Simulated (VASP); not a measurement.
# Te4W (R-3m) in VASP: a series of runs

Te4W is run at these levels: PBE; tasks: single point, relaxation of cell and atoms.

Everything below comes from runs of VASP 6.6.1. Logs are shortened: lines on timing, memory, paths and dates and some standing lists are left out, and cuts for length are marked.

### 1 The cell of the first run

It takes space group R-3m (No. 166, trigonal). The conventional cell has a = 6.221 Å, b = 6.221 Å, c = 14.143 Å, α = 90.00°, β = 90.00°, γ = 120.00°. Within 3.9 Å of Te (site symmetry 2/m) lie 6 Te at 2.96 to 3.11 Å and 2 W at 3.11 Å. Te (site symmetry -3m) has 6 Te at 2.96 Å within 3.9 Å. W (site symmetry -3m) has 6 Te at 3.11 Å within 4.1 Å.

The cell was built from a structure type or drawn by symmetry, and may not be a known phase.

### 2 Single point, PBE

Contents of INCAR:

```
SYSTEM = Te4W
ALGO     = Normal         ! electronic algorithm
EDIFF    = 1E-6           ! SCF threshold, eV
ENCUT    = 520            ! plane-wave cutoff, eV
GGA      = PE             ! functional
ISIF     = 2              ! what is computed and relaxed
ISMEAR   = 0              ! smearing method
LASPH    = .True.         ! aspherical terms in the spheres
LCHARG   = .False.        ! write CHGCAR
LREAL    = .False.        ! projectors in reciprocal space
LWAVE    = .False.        ! write WAVECAR
NBANDS   = 27             ! bands
NELM     = 100            ! most SCF steps
PREC     = Accurate       ! precision mode
SIGMA    = 0.1            ! smearing width, eV
```

Contents of KPOINTS:

```
k-points
0
Gamma
  3 3 3
  0 0 0
```

Contents of POSCAR:

```
Te4W
1.0
    3.1106742100      1.7959485900      4.7143456700
   -3.1106742100      1.7959485900      4.7143456700
    0.0000000000     -3.5918971900      4.7143456700
Te W
4 1
Direct
    0.5000000000      0.5000000000      0.0000000000
    0.0000000000      0.5000000000      0.5000000000
    0.5000000000      0.0000000000      0.5000000000
    0.5000000000      0.5000000000      0.5000000000
    0.0000000000      0.0000000000      0.0000000000
```

Potentials or basis: VASP PAW PBE potentials, release 64 (Te, W_sv).

On the command line:

```console
> cat potpaw_PBE.64/Te/POTCAR potpaw_PBE.64/W_sv/POTCAR > POTCAR
> mpirun -np 1 vasp_std > vasp.out
```

OUTCAR:

```text
SYSTEM = Te4W
   EDIFF = 1E-6
   ENCUT = 520
   GGA = PE
   ISIF = 2
   ISMEAR = 0
   LASPH = .True.
   LREAL = .False.
   NELM = 100
   PREC = Accurate

 ion  position               nearest neighbor table
   1  0.500  0.500  0.000-   4 2.96   4 2.96   5 3.11   5 3.11   3 3.11   3 3.11   2 3.11   2 3.11

   2  0.000  0.500  0.500-   4 2.96   4 2.96   3 3.11   3 3.11   5 3.11   1 3.11   5 3.11   1 3.11

   3  0.500  0.000  0.500-   4 2.96   4 2.96   2 3.11   2 3.11   1 3.11   5 3.11   1 3.11   5 3.11

   4  0.500  0.500  0.500-   2 2.96   3 2.96   3 2.96   2 2.96   1 2.96   1 2.96
   5  0.000  0.000  0.000-   1 3.11   1 3.11   2 3.11   2 3.11   3 3.11   3 3.11

  LATTYP: Found a trigonal (rhomboedric) cell.
 ALAT       =     5.9267850033
 COS(alpha) =     0.4490645650

  Lattice vectors:

 A1 = (   3.1106742100,   1.7959485900,   4.7143456700)
 A2 = (  -3.1106742100,   1.7959485900,   4.7143456700)
 A3 = (   0.0000000000,  -3.5918971900,   4.7143456700)

Analysis of symmetry for initial positions (statically):
=====================================================================
 Subroutine PRICEL returns:
 Original cell was already a primitive cell.

 Routine SETGRP: Setting up the symmetry group for a
 trigonal (rhombohedral) supercell.

 Subroutine GETGRP returns: Found 12 space group operations
 (whereof 12 operations were pure point group operations)
 out of a pool of 12 trial point group operations.

The static configuration has the point symmetry D_3d.

Analysis of symmetry for dynamics (positions and initial velocities):
=====================================================================
 Subroutine PRICEL returns:
 Original cell was already a primitive cell.

 Routine SETGRP: Setting up the symmetry group for a
 trigonal (rhombohedral) supercell.

 Subroutine GETGRP returns: Found 12 space group operations
 (whereof 12 operations were pure point group operations)
 out of a pool of 12 trial point group operations.

The dynamic configuration has the point symmetry D_3d.

 Subroutine INISYM returns: Found 12 space group operations
 (whereof 12 operations are pure point group operations),
 and found     1 'primitive' translations

----------------------------------------------------------------------------------------

                                     Primitive cell

  volume of cell :     158.0233

  direct lattice vectors                    reciprocal lattice vectors
     3.110674210  1.795948590  4.714345670     0.160736858  0.092801468  0.070706172
    -3.110674210  1.795948590  4.714345670    -0.160736858  0.092801468  0.070706172
     0.000000000 -3.591897190  4.714345670     0.000000000 -0.185602937  0.070706171

  length of vectors
     5.926785003  5.926785003  5.926785007     0.198614735  0.198614735  0.198614735

  position of ions in fractional coordinates (direct lattice)
     0.500000000  0.500000000  0.000000000
     1.000000000  0.500000000  0.500000000
     0.500000000  1.000000000  0.500000000
     0.500000000  0.500000000  0.500000000
     0.000000000  0.000000000  0.000000000

  ion indices of the primitive-cell ions
   primitive index   ion index
                 1           1
                 2           2
                 3           3
                 4           4
                 5           5

----------------------------------------------------------------------------------------

 KPOINTS: k-points

Automatic generation of k-mesh.
 Grid dimensions read from file:
 generate k-points for:    3    3    3

 Generating k-lattice:

  Cartesian coordinates                     Fractional coordinates (reciprocal lattice)
     0.053578953  0.030933823  0.023568724     0.333333333  0.000000000  0.000000000
    -0.053578953  0.030933823  0.023568724     0.000000000  0.333333333  0.000000000
     0.000000000 -0.061867646  0.023568724     0.000000000  0.000000000  0.333333333

  Length of vectors
     0.066204912  0.066204912  0.066204912

  Shift w.r.t. Gamma in fractional coordinates (k-lattice)
     0.000000000  0.000000000  0.000000000

 Subroutine IBZKPT returns following result:
 ===========================================

 Found      6 irreducible k-points:

 Following reciprocal coordinates:
            Coordinates               Weight
  0.000000  0.000000  0.000000      1.000000
  0.333333  0.000000  0.000000      6.000000
  0.333333  0.333333  0.000000      6.000000
 -0.333333  0.333333  0.000000      6.000000
  0.333333  0.333333  0.333333      2.000000
 -0.333333  0.333333  0.333333      6.000000
   k-points           NKPTS =      6   k-points in BZ     NKDIM =      6   number of bands    NBANDS=     27
   number of dos      NEDOS =    301   number of ions     NIONS =      5
   total plane-waves  NPLWV = 110592
   dimension x,y,z NGX =    48 NGY =   48 NGZ =   48
   dimension x,y,z NGXF=    96 NGYF=   96 NGZF=   96
   ions per type =               4   1
   NGX,Y,Z   is equivalent  to a cutoff of  13.46, 13.46, 13.46 a.u.
   NGXF,Y,Z  is equivalent  to a cutoff of  26.93, 26.93, 26.93 a.u.
 SYSTEM =  Te4W
   PREC   = accura    normal or accurate (medium, high low for compatibility)
   ISTART =      0    job   : 0-new  1-cont  2-samecut
   ICHARG =      2    charge: 1-file 2-atom 10-const
   ISPIN  =      1    spin polarized calculation?
   LNONCOLLINEAR =      F non collinear calculations
   LSORBIT =      F    spin-orbit coupling
   LASPH  =      T    aspherical Exc in radial PAW
   ENCUT  =  520.0 eV  38.22 Ry    6.18 a.u.  11.02 11.02 11.02*2*pi/ulx,y,z
   NELM   =    100;   NELMIN=  2; NELMDL= -5     # of ELM steps
   EDIFF  = 0.1E-05   stopping-criterion for ELM
   LREAL  =      F    real-space projection
   EDIFFG = 0.1E-04   stopping-criterion for IOM
   NSW    =      0    number of steps for IOM
   IBRION =     -1    ionic relax: 0-MD 1-quasi-New 2-CG
   NFREE  =      0    steps in history (QN), initial steepest desc. (CG)
   ISIF   =      2    stress and relaxation
   ISYM   =      2    0-nonsym 1-usesym 2-fastsym
   POTIM  = 0.5000    time-step for ionic-motion
   TEBEG  =    0.0;   TEEND  =   0.0 temperature during run
   PSTRESS=    0.0 pullay stress
   NELECT =      38.0000    total number of electrons
   NUPDOWN=      -1.0000    fix difference up-down
   EMIN   =  10.00;   EMAX   =-10.00  energy-range for DOS
   EFERMI =   0.00;   METHOD = LEGACY
   ISMEAR =     0;   SIGMA  =   0.10  broadening in eV -4-tet -1-fermi 0-gaus
   EFERMI_NEDOS =   21; number of points for ismear=-14 and -15
   IALGO  =     38    algorithm
   IMIX   =      4    mixing-type and parameters
     AMIX     =   0.40;   BMIX     =  1.00
     AMIX_MAG =   1.60;   BMIX_MAG =  1.00
  volume/ion in A,a.u.               =      31.60       213.28
  Fermi-wavevector in a.u.,A,eV,Ry     =   1.018034  1.923806 14.100989  1.036393
  Thomas-Fermi vector in A             =   2.151469
   LORBIT       =      0    0 simple, 1 ext, 2 COOP (PROOUT), +10 PAW based schemes
   GGA     = PE    functional components
   LHFCALC =     F    Hartree Fock is set to
   AEXX    =    0.0000 exact exchange contribution
   IVDW    =     0    specifies the selected vdW correction
   LEPSILON=     F    determine dielectric tensor
   LRPA    =     F    only Hartree local field effects (RPA)
 non-spin polarized calculation
 Gauss-broadening in eV      SIGMA  =   0.10
  energy-cutoff  :      520.00
  volume of cell :      158.02
 maximum number of plane-waves:      4284
 NGX is ok and might be reduce to    48
   NGX = 23   NGY = 23   NGZ = 23

 number of electron      38.0000002 magnetization

 Free energy of the ion-electron system (eV)
  ---------------------------------------------------
  ext. energy  EPLUGINS =         0.00000000
  ---------------------------------------------------
  free energy    TOTEN  =       -17.62981413 eV

  energy without entropy =      -17.55057935  energy(sigma->0) =      -17.59019674

 E-fermi :   6.3208     XC(G=0):  -9.2879

 val. band max:        6.2895695157   @ k =  -0.3333   0.3333   0.3333
 cond. band min:       6.3294314076   @ k =  -0.3333   0.3333   0.0000
 fundamental gap:      0.0398618918
 Fermi energy:         6.3207852147

 k-point     1 :       0.0000    0.0000    0.0000
  band No.  band energies     occupation
      1     -67.9473      2.00000
      2     -32.1139      2.00000
      3     -32.1139      2.00000
      4     -32.0640      2.00000
      5      -8.3644      2.00000
      6      -4.3176      2.00000
[... 19 lines left out ...]
     26       9.7816      0.00000
     27       9.9025      0.00000

 k-point     2 :       0.3333    0.0000    0.0000
  band No.  band energies     occupation
      1     -67.9473      2.00000
      2     -32.1138      2.00000
      3     -32.1137      2.00000
      4     -32.0640      2.00000
      5      -7.9516      2.00000
      6      -5.6825      2.00000
[... 19 lines left out ...]
     26       9.5610      0.00000
     27      10.2028      0.00000

 k-point     3 :       0.3333    0.3333    0.0000
  band No.  band energies     occupation
      1     -67.9473      2.00000
      2     -32.1138      2.00000
      3     -32.1137      2.00000
      4     -32.0640      2.00000
      5      -7.7318      2.00000
      6      -5.9660      2.00000
[... 19 lines left out ...]
     26       9.5210      0.00000
     27       9.8248      0.00000

 k-point     4 :      -0.3333    0.3333    0.0000
  band No.  band energies     occupation
      1     -67.9473      2.00000
      2     -32.1137      2.00000
      3     -32.1137      2.00000
      4     -32.0640      2.00000
      5      -7.4312      2.00000
      6      -6.4251      2.00000
[... 19 lines left out ...]
     26       9.9122      0.00000
     27       9.9177      0.00000

 k-point     5 :       0.3333    0.3333    0.3333
  band No.  band energies     occupation
      1     -67.9473      2.00000
      2     -32.1139      2.00000
      3     -32.1139      2.00000
      4     -32.0640      2.00000
      5      -7.8656      2.00000
      6      -5.6591      2.00000
[... 19 lines left out ...]
     26       8.7334      0.00000
     27       9.2548      0.00000

 k-point     6 :      -0.3333    0.3333    0.3333
  band No.  band energies     occupation
      1     -67.9473      2.00000
      2     -32.1138      2.00000
      3     -32.1137      2.00000
      4     -32.0640      2.00000
      5      -7.2684      2.00000
      6      -6.6377      2.00000
[... 19 lines left out ...]
     26       9.5308      0.00000
     27       9.5454      0.00000

------------------------ aborting loop because EDIFF is reached ----------------------------------------

  FORCE on cell =-STRESS in cart. coord.  units (eV):
  Direction    XX          YY          ZZ          XY          YZ          ZX
  --------------------------------------------------------------------------------------
  -------------------------------------------------------------------------------------
  Total        2.0645521      2.0645521     10.3871399      0.0000000     -0.0000000     -0.0000000
  in kB       20.9322216     20.9322217    105.3138431      0.0000000     -0.0000001     -0.0000000
  external PRESSURE =      49.0594288 kB  Pullay stress =       0.0000000 kB

 VOLUME and BASIS-vectors are now :
 -----------------------------------------------------------------------------
  energy-cutoff  :      520.00
  volume of cell :      158.02
      direct lattice vectors                 reciprocal lattice vectors
     3.110674210  1.795948590  4.714345670     0.160736858  0.092801468  0.070706172
    -3.110674210  1.795948590  4.714345670    -0.160736858  0.092801468  0.070706172
     0.000000000 -3.591897190  4.714345670     0.000000000 -0.185602937  0.070706171

 POSITION                                       TOTAL-FORCE (eV/Angst)
 -----------------------------------------------------------------------------------
      0.00000      1.79595      4.71435        -0.000000     -0.000000     -0.000000
     -1.55534     -0.89797      4.71435         0.000000      0.000000     -0.000000
      1.55534     -0.89797      4.71435        -0.000000     -0.000000      0.000000
      0.00000     -0.00000      7.07152         0.000000      0.000000      0.000000
      0.00000      0.00000      0.00000        -0.000000     -0.000000      0.000000
 -----------------------------------------------------------------------------------
    total drift:                               -0.000000      0.000000     -0.000000

  FREE ENERGIE OF THE ION-ELECTRON SYSTEM (eV)
  ---------------------------------------------------
  free  energy   TOTEN  =       -17.6298141344 eV

  energy  without entropy=      -17.5505793496  energy(sigma->0) =      -17.59019674
```

Wall time 20 s (1 thread of Intel Xeon 6975P-C (Granite Rapids), shared host); peak memory 0.31 GiB.

What came out:

- Free energy: -17.6298 eV
- Pressure: 4.9 GPa
- Band gap on the k mesh: zero (bands 19 and 20 overlap by 0.06 eV)

Caveat: the k points lie up to 0.42 Å⁻¹ apart; spin-orbit coupling is left out, which moves the levels of the heavy elements.

(Continued in part 2 of 2.)
